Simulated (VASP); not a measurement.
**SiC: single point with r2SCAN**

The system is SiC.

```xyz
4
Lattice="3.0754 -0.0263 0.0000 -1.5604 2.6765 0.0000 0.0000 0.0000 5.0481" Properties=species:S:1:pos:R:3 pbc="T T T"
Si   -0.0145    1.7756    2.5220
Si    1.5294    0.8746    5.0461
C    -0.0078    1.7757    4.4191
C     1.5227    0.8745    1.8951
```

This cell differs from its parent crystal: shear xy strain -1.7%.

* Program: VASP 6.6.1
* Task: single point
* Functional: r2SCAN
* Potentials or basis: VASP PAW PBE potentials, release 64 (Si, C)
* Cutoff: 520 eV
* k mesh: 12 × 12 × 6
* Occupations: gaussian, width 0.01 eV
* Spin: no spin polarisation
* Dipole correction: no
* Further INCAR settings: ALGO = Normal; EDIFF = 1e-07; NBANDS = 16

```yaml
Pressure: -0.2 GPa
Band_gap_on_the_k_mesh: 2.58 eV (least direct gap 4.41 eV)
```

Stress tensor (GPa, compression positive):
```
-0.21  3.67  0.00
 3.67 -0.10  0.00
 0.00  0.00 -0.18
```

Levels at points of the mesh, in eV from the valence-band top:
```csv
k point,band 5,band 6,band 7,band 8,band 9,band 10,band 11,band 12
"(0.00, 0.00, 0.00)",-1.36,-0.19,-0.15,0.00,5.27,6.69,7.00,7.26
"(0.50, 0.00, 0.00)",-5.66,-3.70,-3.40,-1.46,2.95,4.50,7.20,7.40
"(0.00, 0.50, 0.00)",-5.70,-3.56,-3.43,-1.33,3.15,4.59,7.39,7.57
"(0.50, 0.50, 0.00)",-5.74,-3.48,-3.40,-1.20,3.35,4.67,7.58,7.74
"(0.00, 0.00, 0.50)",-0.91,-0.91,-0.73,-0.73,6.39,6.39,7.72,7.72
"(0.50, 0.00, 0.50)",-2.78,-2.78,-2.50,-2.50,3.56,3.56,5.67,5.67
"(0.00, 0.50, 0.50)",-2.64,-2.64,-2.51,-2.51,3.65,3.65,5.72,5.72
"(0.50, 0.50, 0.50)",-2.54,-2.54,-2.49,-2.49,3.72,3.72,5.79,5.79
```

It took 3.3 min on 1 thread of Intel(R) Xeon(R) 6975P-C (Granite Rapids) (shared host), peak memory 0.28 GiB.

Caveat: the cell differs from its parent crystal (shear xy strain -1.7%); the PAW data sets were made with another functional, which shifts forces and pressure a little. A k mesh can miss the band edges.
